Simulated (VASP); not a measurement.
# AgO (F-43m) in VASP: a series of runs, part 2 of 2

VASP 6.6.1. The steps go on from the part before.

## Step 5: Relaxation of cell and atoms, PBEsol, target pressure 10 GPa, at which the enthalpy is minimised

This run uses another cell than the first one, of 14.02 Å³/atom, 0.907 times its volume.

INCAR

```
PREC     = Accurate       # precision mode
ENCUT    = 600            # plane-wave cutoff, eV
EDIFF    = 1E-7           # SCF threshold, eV
ISMEAR   = 0              # smearing method
SIGMA    = 0.1            # smearing width, eV
LREAL    = F              # projectors in reciprocal space
LASPH    = T              # aspherical terms in the spheres
NELM     = 60             # most SCF steps
ALGO     = Normal         # electronic algorithm
ISIF     = 3              # what is computed and relaxed
LWAVE    = F              # write WAVECAR
LCHARG   = F              # write CHGCAR
GGA      = PS             # functional
IBRION   = 2              # ionic algorithm
NSW      = 70             # ionic steps
EDIFFG   = -0.008         # ionic threshold
PSTRESS  = 100.0
```

KPOINTS

```
Automatic mesh
0
Gamma
  14 14 14
```

POSCAR

```
AgO
1.0
    0.0000000000      2.4110742738      2.4110742738
    2.4110742738      0.0000000000      2.4110742738
    2.4110742738      2.4110742738      0.0000000000
Ag O
1 1
Direct
    0.0000000000      0.0000000000      0.0000000000
    0.7500000000      0.7500000000      0.7500000000
```

The run is started by

```console
$ cat potpaw_PBE.64/Ag/POTCAR potpaw_PBE.64/O/POTCAR > POTCAR
$ mpirun -np 1 vasp_std > vasp.out
```

Wall time 32 s (1 thread of Intel Xeon Platinum 8124M at 3.00GHz (Skylake/Cascade Lake), shared host); peak memory 0.19 GiB.

The run converged. Its results:

* Free energy: -8.0173 eV
* Pressure after relaxing: 10.0 GPa

Final structure:
```yaml
crystal:
  lattice:
    - [0.00000, 2.41107, 2.41107]
    - [2.41107, 0.00000, 2.41107]
    - [2.41107, 2.41107, 0.00000]
  atoms:
    - { symbol: Ag, position: [0.00000, 0.00000, 0.00000] }
    - { symbol: O, position: [0.75000, 0.75000, 0.75000] }
```

Levels at points of the mesh, in eV from the Fermi level:
```tsv
k point	band 5	band 6	band 7	band 8	band 9	band 10	band 11	band 12
(0.00, 0.00, 0.00)	-3.26	-3.26	0.18	0.91	0.91	0.91	14.03	14.03
(0.50, 0.00, 0.00)	-3.06	-3.06	-2.85	-0.05	-0.05	5.42	6.92	13.94
(0.50, 0.50, 0.00)	-3.45	-2.89	-1.88	-1.44	-1.44	5.99	9.09	11.47
```

Caveat: the relaxation stopped at its first step, so nothing moved; the cell is relaxed towards a set pressure, so the enthalpy falls and the energy may rise; the PAW data sets were made with another functional, which shifts forces and pressure a little; an odd number of electrons without spin polarisation forces a metal; a magnetic or distorted state may lie lower.

## Step 6: Relaxation of cell and atoms, PBEsol, target pressure 5 GPa, at which the enthalpy is minimised

This run uses another cell than the first one, of 14.52 Å³/atom, 0.940 times its volume.

INCAR

```
SYSTEM = AgO
PREC = Accurate ; ENCUT = 600
EDIFF = 1E-7 ; ISMEAR = 0
SIGMA = 0.1 ; LREAL = .FALSE.
LASPH = .TRUE. ; NELM = 60
ALGO = Normal ; ISIF = 3
LWAVE = .FALSE. ; LCHARG = .FALSE.
GGA = PS ; IBRION = 2
NSW = 70 ; EDIFFG = -0.008
PSTRESS = 50.0
```

KPOINTS

```
Automatic mesh
0
G
  14 14 14
  0 0 0
```

POSCAR

```
AgO
1.0
    0.0000000000      2.4398098074      2.4398098074
    2.4398098074      0.0000000000      2.4398098074
    2.4398098074      2.4398098074      0.0000000000
Ag O
1 1
Direct
    0.0000000000      0.0000000000      0.0000000000
    0.7500000000      0.7500000000      0.7500000000
```

Potentials or basis: VASP PAW PBE potentials, release 64 (Ag, O).

The run is started by

```console
$ cat potpaw_PBE.64/Ag/POTCAR potpaw_PBE.64/O/POTCAR > POTCAR
$ mpirun -np 1 vasp_std > vasp.out
```

OUTCAR:

```text
SYSTEM = AgO
   PREC = Accurate
   ENCUT = 600
   EDIFF = 1E-7
   ISMEAR = 0
   LREAL = .FALSE.
   LASPH = .TRUE.
   NELM = 60
   ISIF = 3
   GGA = PS
   IBRION = 2
   NSW = 70
   EDIFFG = -0.008
   PSTRESS = 50.0

 ion  position               nearest neighbor table
   1  0.000  0.000  0.000-   2 2.11   2 2.11   2 2.11   2 2.11
   2  0.750  0.750  0.750-   1 2.11   1 2.11   1 2.11   1 2.11

  LATTYP: Found a face centered cubic cell.
 ALAT       =     4.8796196148

  Lattice vectors:

 A1 = (   0.0000000000,   2.4398098074,   2.4398098074)
 A2 = (   2.4398098074,   0.0000000000,   2.4398098074)
 A3 = (   2.4398098074,   2.4398098074,   0.0000000000)

Analysis of symmetry for initial positions (statically):
=====================================================================
 Subroutine PRICEL returns:
 Original cell was already a primitive cell.

 Routine SETGRP: Setting up the symmetry group for a
 face centered cubic supercell.

 Subroutine GETGRP returns: Found 24 space group operations
 (whereof 24 operations were pure point group operations)
 out of a pool of 48 trial point group operations.

The static configuration has the point symmetry T_d .

Analysis of symmetry for dynamics (positions and initial velocities):
=====================================================================
 Subroutine PRICEL returns:
 Original cell was already a primitive cell.

 Routine SETGRP: Setting up the symmetry group for a
 face centered cubic supercell.

 Subroutine GETGRP returns: Found 24 space group operations
 (whereof 24 operations were pure point group operations)
 out of a pool of 48 trial point group operations.

The dynamic configuration has the point symmetry T_d .

 Subroutine INISYM returns: Found 24 space group operations
 (whereof 24 operations are pure point group operations),
 and found     1 'primitive' translations

----------------------------------------------------------------------------------------

                                     Primitive cell

  volume of cell :      29.0468

  direct lattice vectors                    reciprocal lattice vectors
     0.000000000  2.439809807  2.439809807    -0.204934007  0.204934007  0.204934007
     2.439809807  0.000000000  2.439809807     0.204934007 -0.204934007  0.204934007
     2.439809807  2.439809807  0.000000000     0.204934007  0.204934007 -0.204934007

  length of vectors
     3.450412119  3.450412119  3.450412119     0.354956112  0.354956112  0.354956112

  position of ions in fractional coordinates (direct lattice)
     0.000000000  0.000000000  0.000000000
     0.750000000  0.750000000  0.750000000

  ion indices of the primitive-cell ions
   primitive index   ion index
                 1           1
                 2           2

[... 115 lines left out ...]
  ---------------------------------------------------
  ext. energy  EPLUGINS =         0.00000000
  ---------------------------------------------------
  free energy    TOTEN  =        -8.06567478 eV

  energy without entropy =       -8.05438421  energy(sigma->0) =       -8.06002949

------------------------ aborting loop because EDIFF is reached ----------------------------------------

  FORCE on cell =-STRESS in cart. coord.  units (eV):
  Direction    XX          YY          ZZ          XY          YZ          ZX
  --------------------------------------------------------------------------------------
  -------------------------------------------------------------------------------------
  Total        0.8862953      0.8862953      0.8862953      0.0000000      0.0000000      0.0000000
  in kB       48.8867431     48.8867431     48.8867431      0.0000000      0.0000000      0.0000000
  external PRESSURE =      -1.1132569 kB  Pullay stress =      50.0000000 kB

 VOLUME and BASIS-vectors are now :
 -----------------------------------------------------------------------------
  energy-cutoff  :      600.00
  volume of cell :       29.05
      direct lattice vectors                 reciprocal lattice vectors
     0.000000000  2.439809807  2.439809807    -0.204934007  0.204934007  0.204934007
     2.439809807  0.000000000  2.439809807     0.204934007 -0.204934007  0.204934007
     2.439809807  2.439809807  0.000000000     0.204934007  0.204934007 -0.204934007

 POSITION                                       TOTAL-FORCE (eV/Angst)
 -----------------------------------------------------------------------------------
      0.00000      0.00000      0.00000        -0.000000     -0.000000     -0.000000
      3.65971      3.65971      3.65971         0.000000      0.000000      0.000000
 -----------------------------------------------------------------------------------
    total drift:                                0.000000      0.000000     -0.000000

  FREE ENERGIE OF THE ION-ELECTRON SYSTEM (eV)
  ---------------------------------------------------
  free  energy   TOTEN  =        -8.0656747816 eV

  energy  without entropy=       -8.0543842066  energy(sigma->0) =       -8.06002949

  enthalpy is  TOTEN    =        -7.1591966408 eV   P V=        0.9064781408

--------------------------------------- Ionic step        2  -------------------------------------------

 number of electron      17.0000003 magnetization

 Free energy of the ion-electron system (eV)
  ---------------------------------------------------
  ext. energy  EPLUGINS =         0.00000000
  ---------------------------------------------------
  free energy    TOTEN  =        -8.06435550 eV

  energy without entropy =       -8.05308897  energy(sigma->0) =       -8.05872224

 E-fermi :   4.3217     XC(G=0): -11.0740

 val. band max:        4.3176047102   @ k =   0.4286   0.2143   0.0714
 cond. band min:       4.3358653631   @ k =   0.2857   0.2143   0.0714
 fundamental gap:      0.0182606529
 Fermi energy:         4.3216619576

 k-point     1 :       0.0000    0.0000    0.0000
  band No.  band energies     occupation
      1     -13.7829      2.00000
      2      -1.4611      2.00000
      3      -1.4611      2.00000
      4      -1.4611      2.00000
      5       1.1784      2.00000
      6       1.1784      2.00000
      7       4.5562      0.00091
      8       5.1910      0.00000
      9       5.1910      0.00000
     10       5.1910      0.00000
     11      18.1926      0.00000
     12      18.1926      0.00000
[... 331 lines left out ...]
 k-point    24 :       0.2857    0.1429    0.0000
  band No.  band energies     occupation
      1     -13.5788      2.00000
      2      -1.5784      2.00000
      3      -1.0948      2.00000
      4      -1.0837      2.00000
      5       0.9820      2.00000
      6       1.3026      2.00000
      7       3.5461      2.00000
      8       4.4758      0.02922
      9       4.5893      0.00015
     10       7.1882      0.00000
     11      14.8567      0.00000
     12      17.4291      0.00000

 [... further k-points ...]

------------------------ aborting loop because EDIFF is reached ----------------------------------------

  FORCE on cell =-STRESS in cart. coord.  units (eV):
  Direction    XX          YY          ZZ          XY          YZ          ZX
  --------------------------------------------------------------------------------------
  -------------------------------------------------------------------------------------
  Total        0.9153660      0.9153660      0.9153660      0.0000000     -0.0000000      0.0000000
  in kB       50.5640565     50.5640565     50.5640565      0.0000000     -0.0000000      0.0000000
  external PRESSURE =       0.5640565 kB  Pullay stress =      50.0000000 kB

 VOLUME and BASIS-vectors are now :
 -----------------------------------------------------------------------------
  energy-cutoff  :      600.00
  volume of cell :       29.00
      direct lattice vectors                 reciprocal lattice vectors
     0.000000000  2.438622017  2.438622017    -0.205033825  0.205033825  0.205033825
     2.438622017  0.000000000  2.438622017     0.205033825 -0.205033825  0.205033825
     2.438622017  2.438622017 -0.000000000     0.205033825  0.205033825 -0.205033825

 POSITION                                       TOTAL-FORCE (eV/Angst)
 -----------------------------------------------------------------------------------
      4.87724      4.87724      4.87724         0.000000      0.000000      0.000000
      3.65793      3.65793      3.65793        -0.000000     -0.000000     -0.000000
 -----------------------------------------------------------------------------------
    total drift:                               -0.000000     -0.000000     -0.000000

  FREE ENERGIE OF THE ION-ELECTRON SYSTEM (eV)
  ---------------------------------------------------
  free  energy   TOTEN  =        -8.0643555011 eV

  energy  without entropy=       -8.0530889736  energy(sigma->0) =       -8.05872224

  enthalpy is  TOTEN    =        -7.1592006382 eV   P V=        0.9051548629

 reached required accuracy - stopping structural energy minimisation
```

OSZICAR:

```text
N       E                     dE             d eps       ncg     rms          rms(c)
DAV:   1     0.103838130431E+03    0.10384E+03   -0.95158E+03  2536   0.146E+03
[... 13 lines left out ...]
   1 F= -.71591966E+01 E0= -.71535514E+01  d E =-.715920E+01
       N       E                     dE             d eps       ncg     rms          rms(c)
DAV:   1    -0.806473874655E+01    0.93606E-03   -0.64653E-03  2496   0.104E+00    0.128E-01
DAV:   2    -0.806436984418E+01    0.36890E-03   -0.93043E-04  2504   0.402E-01    0.581E-02
DAV:   3    -0.806435619197E+01    0.13652E-04   -0.39629E-05  2520   0.715E-02    0.399E-02
DAV:   4    -0.806435548254E+01    0.70943E-06   -0.38629E-06  2648   0.245E-02    0.600E-03
DAV:   5    -0.806435550107E+01   -0.18528E-07   -0.48999E-07  2800   0.107E-02
   2 F= -.71592006E+01 E0= -.71535674E+01  d E =-.399741E-05
```

It took 49 s on 1 thread of Intel Xeon Platinum 8124M at 3.00GHz (Skylake/Cascade Lake), shared host; peak memory 0.2 GiB.

What came out:

* Free energy: -8.0644 eV
* Relaxed volume: 14.50 Å³/atom
* Relaxed cell: a = 3.449 Å, b = 3.449 Å, c = 3.449 Å, α = 60.00°, β = 60.00°, γ = 60.00°
* Space group after relaxing (to 0.05 Å): F-43m (No. 216)
* Energy change on relaxing (the enthalpy is what falls): +0.7 meV/atom
* Ionic steps: 2
* Pressure after relaxing: 5.1 GPa

The path:
| step | energy change (eV) | largest force (eV/Å) | pressure (GPa) | volume (Å³) |
| --- | --- | --- | --- | --- |
| 1 | 0.0000 | 0.0000 | 4.89 | 29.05 |
| 2 | 0.0013 | 0.0000 | 5.06 | 29.00 |

Final structure:
```
Ag O
1.0
     0.00000    2.43862    2.43862
     2.43862    0.00000    2.43862
     2.43862    2.43862    0.00000
Ag O
1 1
Cartesian
  4.8772 4.8772 4.8772
  3.6579 3.6579 3.6579
```

Caveat: the cell is relaxed towards a set pressure, so the enthalpy falls and the energy may rise; the PAW data sets were made with another functional, which shifts forces and pressure a little; an odd number of electrons without spin polarisation forces a metal; a magnetic or distorted state may lie lower.

## Step 7: The runs side by side

| task | cell | k mesh | cutoff (eV) | gap on the mesh (eV) | pressure (GPa) |
| --- | --- | --- | --- | --- | --- |
| single point | a = 3.522 Å, angles 60.0°, 2 atoms | 14 × 14 × 14 | 520 | none | -2.1 |
| single point | a = 3.257 Å, angles 60.0°, 2 atoms | 16 × 16 × 16 | 520 | none | 39.7 |
| single point | a = 3.349 Å, angles 60.0°, 2 atoms | 16 × 16 × 16 | 520 | none | 19.7 |
| relaxation of cell and atoms | relaxed to 10 GPa from a = 3.410 Å, angles 60.0°, 2 atoms | 14 × 14 × 14 | 600 | none | 10.0 |
| relaxation of cell and atoms | relaxed to 5 GPa from a = 3.450 Å, angles 60.0°, 2 atoms | 14 × 14 × 14 | 600 | none | 5.1 |

Alike in all rows: level PBEsol; potentials or basis VASP PAW PBE potentials, release 64 (Ag, O); no spin polarisation; smearing gaussian 0.1 eV.

Caveats: the PAW data sets were made with another functional, which shifts forces and pressure a little; an odd number of electrons without spin polarisation forces a metal; a magnetic or distorted state may lie lower; the cell is relaxed towards a set pressure, so the enthalpy falls and the energy may rise (some runs); the relaxation stopped at its first step, so nothing moved (some runs).

Total energies depend on the potentials used, so only differences within one code and one set of settings carry meaning.
